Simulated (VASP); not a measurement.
Write the native input for VASP 6.6.1 that does the following.

| Property | Result |
| --- | --- |
| Task | single point |
| Functional | r2SCAN |
| Potentials or basis | VASP PAW PBE potentials, release 64 (Pb_d, S) |
| Cutoff | 520 eV |
| k mesh | 8 × 8 × 8 |
| Occupations | fermi-dirac, width 0.05 eV |
| Spin | no spin polarisation |
| Dipole correction | no |
| Further INCAR settings | ALGO = Normal; EDIFF = 1e-07; NBANDS = 17 |

PbS:

```
Pb S
1.0
     2.12665    1.22782    3.47478
    -2.12665    1.22782    3.47478
     0.00000   -2.45565    3.47478
Pb S
1 1
Direct
  0.98057 0.98057 0.98057
  0.47504 0.47504 0.47504
```

These files were run (other wordings do the same):

POSCAR

```
PbS
1.0
    2.1266532507      1.2278238267      3.4747772906
   -2.1266532507      1.2278238267      3.4747772906
    0.0000000000     -2.4556476535      3.4747772906
Pb S
1 1
Direct
    0.9805657800      0.9805657800      0.9805657800
    0.4750355500      0.4750355500      0.4750355500
```

INCAR.step1

```
ALGO = Normal
EDIFF = 1E-4
ENCUT = 520
GGA = PE
ISMEAR = -1
LASPH = True
LCHARG = False
LREAL = False
LWAVE = True
NBANDS = 17
NELM = 80
PREC = Accurate
SIGMA = 0.05
```

INCAR.step2

```
ALGO = Normal
EDIFF = 1E-7
ENCUT = 520
ISIF = 2
ISMEAR = -1
ISTART = 1
LASPH = True
LCHARG = True
LELF = True
LMIXTAU = True
LREAL = False
LVHAR = True
LWAVE = False
METAGGA = R2SCAN
NBANDS = 17
NELM = 80
PREC = Accurate
SIGMA = 0.05
```

KPOINTS

```
k-points
0
Gamma
  8 8 8
```

Potentials or basis: VASP PAW PBE potentials, release 64 (Pb_d, S).

Launch:

```console
$ cat potpaw_PBE.64/Pb_d/POTCAR potpaw_PBE.64/S/POTCAR > POTCAR
$ cp INCAR.step1 INCAR
$ mpirun -np 1 vasp_std > vasp.out
$ cp INCAR.step2 INCAR
$ mpirun -np 1 vasp_std > vasp.out
```

Results of the run:

```yaml
Pressure: -1.1 GPa
Band_gap_on_the_k_mesh: 0.79 eV
```

Caveat: the PAW data sets were made with another functional, which shifts forces and pressure a little; spin-orbit coupling is left out, which moves the levels of the heavy elements.

Wall time 3.1 min on 1 thread of Intel Xeon 8259CL, with other jobs on the host, peak memory 0.22 GiB.
